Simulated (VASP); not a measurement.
# Al (P6_3/mmc) in VASP: a series of runs, part 2 of 2

VASP 6.6.1. The steps go on from the part before.

## (5) Single point, r2SCAN (strain +0.1312 x Voigt [1, 1, 0, 0, 0, 0])

POSCAR reads:

```
Al
1.0
    3.1814494936      0.0000000000      0.0000000000
   -1.5907247468      2.7552160823      0.0000000000
    0.0000000000      0.0000000000      4.8668500000
Al
2
Direct
    0.6666666667      0.3333333333      0.7500000000
    0.3333333333      0.6666666667      0.2500000000
```

INCAR.step1 reads:

```
SYSTEM = Al
PREC     = Accurate       ! precision mode
ENCUT    = 520            ! plane-wave cutoff, eV
ISMEAR   = 0              ! smearing method
SIGMA    = 0.15           ! smearing width, eV
LREAL    = .FALSE.        ! projectors in reciprocal space
LASPH    = .TRUE.         ! aspherical terms in the spheres
NELM     = 80             ! most SCF steps
NBANDS   = 10             ! bands
GGA      = PE             ! functional
ALGO     = Normal         ! electronic algorithm
EDIFF    = 1E-4           ! SCF threshold, eV
LWAVE    = .TRUE.         ! write WAVECAR
LCHARG   = .FALSE.        ! write CHGCAR
```

INCAR.step2 reads:

```
SYSTEM = Al
PREC     = Accurate       ! precision mode
ENCUT    = 520            ! plane-wave cutoff, eV
EDIFF    = 1E-6           ! SCF threshold, eV
ISMEAR   = 0              ! smearing method
SIGMA    = 0.15           ! smearing width, eV
LREAL    = .FALSE.        ! projectors in reciprocal space
LASPH    = .TRUE.         ! aspherical terms in the spheres
NELM     = 80             ! most SCF steps
ALGO     = Normal         ! electronic algorithm
ISIF     = 2              ! what is computed and relaxed
LWAVE    = .FALSE.        ! write WAVECAR
LCHARG   = .FALSE.        ! write CHGCAR
METAGGA  = R2SCAN         ! meta-GGA
LMIXTAU  = .TRUE.       
NBANDS   = 10             ! bands
ISTART   = 1
```

KPOINTS reads:

```
regular mesh
0
G
  18 18 10
  0 0 0
```

Potentials or basis: VASP PAW PBE potentials, release 64 (Al).

The run is started by

```
> cat potpaw_PBE.64/Al/POTCAR > POTCAR
> cp INCAR.step1 INCAR
> mpirun -np 1 vasp_std > vasp.out
> cp INCAR.step2 INCAR
> mpirun -np 1 vasp_std > vasp.out
```

OUTCAR:

```text
SYSTEM = Al
   PREC = Accurate
   ENCUT = 520
   EDIFF = 1E-6
   ISMEAR = 0
   LREAL = .FALSE.
   LASPH = .TRUE.
   NELM = 80
   ISIF = 2
   METAGGA = R2SCAN
   ISTART = 1

 ion  position               nearest neighbor table
   1  0.667  0.333  0.750-   2 3.05   2 3.05   2 3.05   2 3.05   2 3.05   2 3.05
   2  0.333  0.667  0.250-   1 3.05   1 3.05   1 3.05   1 3.05   1 3.05   1 3.05

  LATTYP: Found a hexagonal cell.
 ALAT       =     3.1814494936
 C/A-ratio  =     1.5297586870

  Lattice vectors:

 A1 = (   3.1814494936,   0.0000000000,   0.0000000000)
 A2 = (  -1.5907247468,   2.7552160823,   0.0000000000)
 A3 = (   0.0000000000,   0.0000000000,   4.8668500000)

Analysis of symmetry for initial positions (statically):
=====================================================================
 Subroutine PRICEL returns:
 Original cell was already a primitive cell.

 Routine SETGRP: Setting up the symmetry group for a
 hexagonal supercell.

 Subroutine GETGRP returns: Found 24 space group operations
 (whereof 12 operations were pure point group operations)
 out of a pool of 24 trial point group operations.

The static configuration has the point symmetry D_3d.
 The point group associated with its full space group is D_6h.

Analysis of symmetry for dynamics (positions and initial velocities):
=====================================================================
 Subroutine PRICEL returns:
 Original cell was already a primitive cell.

 Routine SETGRP: Setting up the symmetry group for a
 hexagonal supercell.

 Subroutine GETGRP returns: Found 24 space group operations
 (whereof 12 operations were pure point group operations)
 out of a pool of 24 trial point group operations.

The dynamic configuration has the point symmetry D_3d.
 The point group associated with its full space group is D_6h.

 Subroutine INISYM returns: Found 24 space group operations
 (whereof 12 operations are pure point group operations),
 and found     1 'primitive' translations

----------------------------------------------------------------------------------------

                                     Primitive cell

  volume of cell :      42.6608

  direct lattice vectors                    reciprocal lattice vectors
     3.181449494  0.000000000  0.000000000     0.314322136  0.181473970  0.000000000
    -1.590724747  2.755216082  0.000000000     0.000000000  0.362947940  0.000000000
     0.000000000  0.000000000  4.866850000     0.000000000  0.000000000  0.205471712

  length of vectors
     3.181449494  3.181449494  4.866850000     0.362947940  0.362947940  0.205471712

  position of ions in fractional coordinates (direct lattice)
     0.666666667  0.333333333  0.750000000
     0.333333333  0.666666667  0.250000000

  ion indices of the primitive-cell ions
   primitive index   ion index
                 1           1
                 2           2

----------------------------------------------------------------------------------------

 KPOINTS: regular mesh

Automatic generation of k-mesh.
 Grid dimensions read from file:
[... 25 lines left out ...]
  0.166667  0.000000  0.000000      6.000000
  0.222222  0.000000  0.000000      6.000000
  0.277778 -0.000000  0.000000      6.000000
[... 16 lines left out ...]
  0.333333  0.111111  0.000000     12.000000
  0.388889  0.111111  0.000000     12.000000
 [... further k-points ...]
   k-points           NKPTS =    222   k-points in BZ     NKDIM =    222   number of bands    NBANDS=     10
   number of dos      NEDOS =    301   number of ions     NIONS =      2
   total plane-waves  NPLWV =  20736
   dimension x,y,z NGX =    24 NGY =   24 NGZ =   36
   dimension x,y,z NGXF=    48 NGYF=   48 NGZF=   72
   ions per type =               2
   NGX,Y,Z   is equivalent  to a cutoff of  12.54, 12.54, 12.30 a.u.
   NGXF,Y,Z  is equivalent  to a cutoff of  25.08, 25.08, 24.59 a.u.
 SYSTEM =  Al
   PREC   = accura    normal or accurate (medium, high low for compatibility)
   ISTART =      1    job   : 0-new  1-cont  2-samecut
   ICHARG =      0    charge: 1-file 2-atom 10-const
   ISPIN  =      1    spin polarized calculation?
   LNONCOLLINEAR =      F non collinear calculations
   LSORBIT =      F    spin-orbit coupling
   LASPH  =      T    aspherical Exc in radial PAW
   ENCUT  =  520.0 eV  38.22 Ry    6.18 a.u.   5.92  5.92  9.05*2*pi/ulx,y,z
   NELM   =     80;   NELMIN=  2; NELMDL=  0     # of ELM steps
   EDIFF  = 0.1E-05   stopping-criterion for ELM
   LREAL  =      F    real-space projection
   EDIFFG = 0.1E-04   stopping-criterion for IOM
   NSW    =      0    number of steps for IOM
   IBRION =     -1    ionic relax: 0-MD 1-quasi-New 2-CG
   NFREE  =      0    steps in history (QN), initial steepest desc. (CG)
   ISIF   =      2    stress and relaxation
   ISYM   =      2    0-nonsym 1-usesym 2-fastsym
   POTIM  = 0.5000    time-step for ionic-motion
   TEBEG  =    0.0;   TEEND  =   0.0 temperature during run
   PSTRESS=    0.0 pullay stress
   NELECT =       6.0000    total number of electrons
   NUPDOWN=      -1.0000    fix difference up-down
   EMIN   =  10.00;   EMAX   =-10.00  energy-range for DOS
   EFERMI =   0.00;   METHOD = LEGACY
   ISMEAR =     0;   SIGMA  =   0.15  broadening in eV -4-tet -1-fermi 0-gaus
   EFERMI_NEDOS =   21; number of points for ismear=-14 and -15
   IALGO  =     38    algorithm
   IMIX   =      4    mixing-type and parameters
     AMIX     =   0.40;   BMIX     =  1.00
     AMIX_MAG =   1.60;   BMIX_MAG =  1.00
  volume/ion in A,a.u.               =      21.33       143.94
  Fermi-wavevector in a.u.,A,eV,Ry     =   0.851365  1.608846  9.861803  0.724822
  Thomas-Fermi vector in A             =   1.967486
   LORBIT       =      0    0 simple, 1 ext, 2 COOP (PROOUT), +10 PAW based schemes
   METAGGA = R2SCAN    functional components
   LHFCALC =     F    Hartree Fock is set to
   AEXX    =    0.0000 exact exchange contribution
   IVDW    =     0    specifies the selected vdW correction
   LEPSILON=     F    determine dielectric tensor
   LRPA    =     F    only Hartree local field effects (RPA)
 non-spin polarized calculation
 Gauss-broadening in eV      SIGMA  =   0.15
  energy-cutoff  :      520.00
  volume of cell :       42.66
 maximum number of plane-waves:      1166
 NGX is ok and might be reduce to    24
   NGX = 11   NGY = 11   NGZ = 19

 number of electron       6.0000000 magnetization

 Free energy of the ion-electron system (eV)
  ---------------------------------------------------
  ext. energy  EPLUGINS =         0.00000000
  ---------------------------------------------------
  free energy    TOTEN  =       -12.81283984 eV

  energy without entropy =      -12.80158109  energy(sigma->0) =      -12.80721047

 E-fermi :   5.5474     XC(G=0):  -9.9816

 val. band max:        5.5409964975   @ k =   0.2778   0.0556   0.2000
 cond. band min:       5.5529832251   @ k =   0.3889   0.1667   0.1000
 fundamental gap:      0.0119867275
 Fermi energy:         5.5474266575

 k-point     1 :       0.0000    0.0000    0.0000
  band No.  band energies     occupation
      1      -4.5666      2.00000
      2       1.9305      2.00000
      3       2.1046      2.00000
      4      13.8874      0.00000
      5      13.8874      0.00000
      6      15.0231      0.00000
      7      15.0231      0.00000
      8      17.1524      0.00000
      9      17.5337      0.00000
     10      18.9706      0.00000
[... 287 lines left out ...]
 k-point    24 :       0.3889    0.1111    0.0000
  band No.  band energies     occupation
      1      -0.3243      2.00000
      2       1.9885      2.00000
      3       5.8639      0.00284
      4       6.2839      0.00000
      5       7.4879      0.00000
      6       8.3372      0.00000
      7       8.5374      0.00000
      8      13.6251      0.00000
      9      13.9518      0.00000
     10      14.1720      0.00000

 [... further k-points ...]

------------------------ aborting loop because EDIFF is reached ----------------------------------------

  FORCE on cell =-STRESS in cart. coord.  units (eV):
  Direction    XX          YY          ZZ          XY          YZ          ZX
  --------------------------------------------------------------------------------------
  -------------------------------------------------------------------------------------
  Total       -3.4684392     -3.4684392     -3.1734987      0.0000000      0.0000000      0.0000000
  in kB     -130.2614813   -130.2614813   -119.1846275      0.0000000      0.0000000      0.0000000
  external PRESSURE =    -126.5691967 kB  Pullay stress =       0.0000000 kB

 VOLUME and BASIS-vectors are now :
 -----------------------------------------------------------------------------
  energy-cutoff  :      520.00
  volume of cell :       42.66
      direct lattice vectors                 reciprocal lattice vectors
     3.181449494  0.000000000  0.000000000     0.314322136  0.181473970  0.000000000
    -1.590724747  2.755216082  0.000000000     0.000000000  0.362947940  0.000000000
     0.000000000  0.000000000  4.866850000     0.000000000  0.000000000  0.205471712

 POSITION                                       TOTAL-FORCE (eV/Angst)
 -----------------------------------------------------------------------------------
      1.59072      0.91841      3.65014         0.000000     -0.000000      0.000000
     -0.00000      1.83681      1.21671        -0.000000      0.000000      0.000000
 -----------------------------------------------------------------------------------
    total drift:                               -0.000000      0.000000     -0.000000

  FREE ENERGIE OF THE ION-ELECTRON SYSTEM (eV)
  ---------------------------------------------------
  free  energy   TOTEN  =       -12.8128398404 eV

  energy  without entropy=      -12.8015810906  energy(sigma->0) =      -12.80721047
```

Wall time 1.7 min (1 thread of Intel Xeon Platinum 8488C (Sapphire Rapids), shared host); peak memory 0.21 GiB.

What came out:

| Item | Value |
| --- | --- |
| Free energy | -12.8128 eV |
| Pressure | -12.7 GPa |
| Band gap on the k mesh | zero (band 3 reaches 10.35 eV, above the bottom of band 4 at 2.50 eV) |

Stress tensor (GPa, compression positive):
```
-13.03   0.00   0.00
  0.00 -13.03   0.00
  0.00   0.00 -11.92
```

Levels at points of the mesh, in eV from the Fermi level:
```tsv
k point	band 1	band 2	band 3	band 4	band 5	band 6	band 7	band 8
(0.00, 0.00, 0.00)	-10.11	-3.62	-3.44	8.34	8.34	9.48	9.48	11.60
(0.50, 0.00, 0.00)	-5.23	-4.69	0.72	1.47	1.75	1.94	4.25	5.94
(0.00, 0.00, 0.50)	-8.45	-8.45	4.34	4.34	9.72	9.72	9.72	9.72
(0.50, 0.00, 0.50)	-3.62	-3.62	-3.05	-3.05	5.73	5.73	7.17	7.17
```

Caveat: the cell differs from its parent crystal (strain +0.1312 x Voigt [1, 1, 0, 0, 0, 0]); the PAW data sets were made with another functional, which shifts forces and pressure a little.

## (6) Single point, r2SCAN (strain +0.1500 x Voigt [1, 1, 0, 0, 0, 0])

POSCAR reads:

```
Al
1.0
    3.2343236542      0.0000000000      0.0000000000
   -1.6171618271      2.8010064486      0.0000000000
    0.0000000000      0.0000000000      4.8668500000
Al
2
Direct
    0.6666666667      0.3333333333      0.7500000000
    0.3333333333      0.6666666667      0.2500000000
```

INCAR.step1 reads:

```
SYSTEM = Al
PREC = Accurate
ENCUT = 520
ISMEAR = 0
SIGMA = 0.15
LREAL = .FALSE.
LASPH = .TRUE.
NELM = 100
NBANDS = 10
GGA = PE
ALGO = Normal
EDIFF = 1E-4
LWAVE = .TRUE.
LCHARG = .FALSE.
```

INCAR.step2 reads:

```
SYSTEM = Al
PREC = Accurate
ENCUT = 520
EDIFF = 1E-6
ISMEAR = 0
SIGMA = 0.15
LREAL = .FALSE.
LASPH = .TRUE.
NELM = 100
ALGO = Normal
ISIF = 2
LWAVE = .FALSE.
LCHARG = .FALSE.
METAGGA = R2SCAN
LMIXTAU = .TRUE.
NBANDS = 10
ISTART = 1
```

KPOINTS reads:

```
Automatic mesh
0
G
  18 18 10
  0 0 0
```

Potentials or basis: VASP PAW PBE potentials, release 64 (Al).

The run is started by

```
> cat potpaw_PBE.64/Al/POTCAR > POTCAR
> cp INCAR.step1 INCAR
> mpirun -np 1 vasp_std > vasp.out
> cp INCAR.step2 INCAR
> mpirun -np 1 vasp_std > vasp.out
```

It took 1.8 min on 1 thread of Intel Xeon Platinum 8488C (Sapphire Rapids), shared host; peak memory 0.21 GiB.

The run converged. Its results:

```yaml
Free_energy: -12.6960 eV
Pressure: -12.8 GPa
Band_gap_on_the_k_mesh: zero (band 3 reaches 10.16 eV, above the bottom of band 4 at 2.28 eV)
```

Stress tensor (GPa, compression positive):
```
-13.14   0.00   0.00
  0.00 -13.14   0.00
  0.00   0.00 -12.17
```

Levels at points of the mesh, in eV from the Fermi level:
| k point | band 1 | band 2 | band 3 | band 4 | band 5 | band 6 | band 7 |
| --- | --- | --- | --- | --- | --- | --- | --- |
| (0.00, 0.00, 0.00) | -9.91 | -3.41 | -3.22 | 7.89 | 7.89 | 9.12 | 9.12 |
| (0.50, 0.00, 0.00) | -5.22 | -4.60 | 0.74 | 1.57 | 1.76 | 2.02 | 3.98 |
| (0.00, 0.00, 0.50) | -8.24 | -8.24 | 4.55 | 4.55 | 9.26 | 9.26 | 9.26 |
| (0.50, 0.00, 0.50) | -3.59 | -3.59 | -2.98 | -2.98 | 5.47 | 5.47 | 6.99 |

Caveat: the cell differs from its parent crystal (strain +0.1500 x Voigt [1, 1, 0, 0, 0, 0]); the PAW data sets were made with another functional, which shifts forces and pressure a little.

## (7) The runs side by side

```csv
cell,gap on the mesh (eV),pressure (GPa)
"a = 2.918, b = 2.918, c = 4.867 Å, angles 90.0, 90.0, 120.0°, 2 atoms",none,-8.0
"a = 3.023, b = 3.023, c = 4.867 Å, angles 90.0, 90.0, 120.0°, 2 atoms",none,-10.9
"a = 3.129, b = 3.129, c = 4.867 Å, angles 90.0, 90.0, 120.0°, 2 atoms",none,-12.3
"a = 3.181, b = 3.181, c = 4.867 Å, angles 90.0, 90.0, 120.0°, 2 atoms",none,-12.7
"a = 3.234, b = 3.234, c = 4.867 Å, angles 90.0, 90.0, 120.0°, 2 atoms",none,-12.8
```

Alike in all rows: task single point; level r2SCAN; potentials or basis VASP PAW PBE potentials, release 64 (Al); no spin polarisation; k mesh 18 × 18 × 10; cutoff (eV) 520; smearing gaussian 0.15 eV.

Caveats: the PAW data sets were made with another functional, which shifts forces and pressure a little.

Total energies depend on the potentials used, so only differences within one code and one set of settings carry meaning.
